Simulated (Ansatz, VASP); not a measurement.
# Na6InSn2 in VASP and in Ansatz

Contents of INCAR:

```
SYSTEM = Na6InSn2
ALGO = Normal ; EDIFF = 1E-7
ENCUT = 520 ; GGA = PE
ISIF = 2 ; ISMEAR = -1
ISYM = 0 ; LASPH = .True.
LCHARG = .False. ; LREAL = .False.
LWAVE = .False. ; NBANDS = 52
NELM = 80 ; PREC = Accurate
SIGMA = 0.1
```

File KPOINTS:

```
k-points
0
Gamma
  4 4 2
  0 0 0
```

Contents of POSCAR:

```
Na6InSn2
1.0
    0.0000000000      5.5601610000      0.0000000000
    5.1184610000     -2.7800800000      0.0000000000
    1.3285650000      0.0000000000     -9.3701300000
Sn In Na
2 1 6
Direct
    0.1447400000      0.2894800000      0.7509700000
    0.8552600000      0.7105200000      0.2490300000
    0.0000000000      0.0000000000      0.0000000000
    0.4703000000      0.9406000000      0.7247000000
    0.5297000000      0.0594000000      0.2753000000
    0.2926000000      0.5852000000      0.0705000000
    0.7074000000      0.4148000000      0.9295000000
    0.1736000000      0.3472000000      0.4092000000
    0.8264000000      0.6528000000      0.5908000000
```

Input for Ansatz:

```yaml
crystal:
  lattice:
    - [0.0, 5.560161, 0.0]
    - [5.118461, -2.78008, 0.0]
    - [1.328565, 0.0, -9.37013]
  atoms:
    - { symbol: Sn, position: [0.14474, 0.28948, 0.75097] }
    - { symbol: Sn, position: [0.85526, 0.71052, 0.24903] }
    - { symbol: In, position: [0.0, 0.0, 0.0] }
    - { symbol: Na, position: [0.4703, 0.9406, 0.7247] }
    - { symbol: Na, position: [0.5297, 0.0594, 0.2753] }
    - { symbol: Na, position: [0.2926, 0.5852, 0.0705] }
    - { symbol: Na, position: [0.7074, 0.4148, 0.9295] }
    - { symbol: Na, position: [0.1736, 0.3472, 0.4092] }
    - { symbol: Na, position: [0.8264, 0.6528, 0.5908] }
  symmetry: { detect: false }
kpoints:
  mp_grid: { grid: [4, 4, 2], shift: [0, 0, 0] }
magnetization:
  spin_polarized: false
scf:
  occupations: { method: fermi_dirac }
hamiltonian:
  pseudopotentials: { kind: paw }
  xc: pbe
basis:
  ecutwfc: 420
  ecutrho_ratio: 4
output:
  forces: true
  stress: true
  eigenvalues: true
  write_density: true
  write_potential: true
  elf: true
  volumetric_format: npy
```

Alike in both runs: task single point; functional PBE; k mesh 4 × 4 × 2; no spin polarisation.

```csv
,VASP,Ansatz
version,VASP 6.6.1,Ansatz 0.2.0
potentials or method,"VASP PAW PBE potentials, release 64 (Sn_d, In_d, Na_pv), cutoff 520 eV",PAW plane waves
occupations,"fermi-dirac, width 0.1 eV",fermi-dirac
valence electrons in the cell,83,95
```

```tsv
	VASP	Ansatz	Ansatz less VASP
gap on the k mesh at the Fermi level (eV)	none	none	-
pressure (GPa)	1.7	1.7	+0.01
traceless stress, the component that is largest in VASP (GPa)	2.26	2.26	0.000
rms of the force components (eV/Å)	0.414	0.413	-0.0003
```

Atom by atom the forces differ by 0.001 eV/Å (rms over components). A gap of «none» marks a metal or a gap that the smearing closes. VASP's potentials hold 83 valence electrons a cell and Ansatz's 95, so a difference there can come from the potentials and not from the codes.
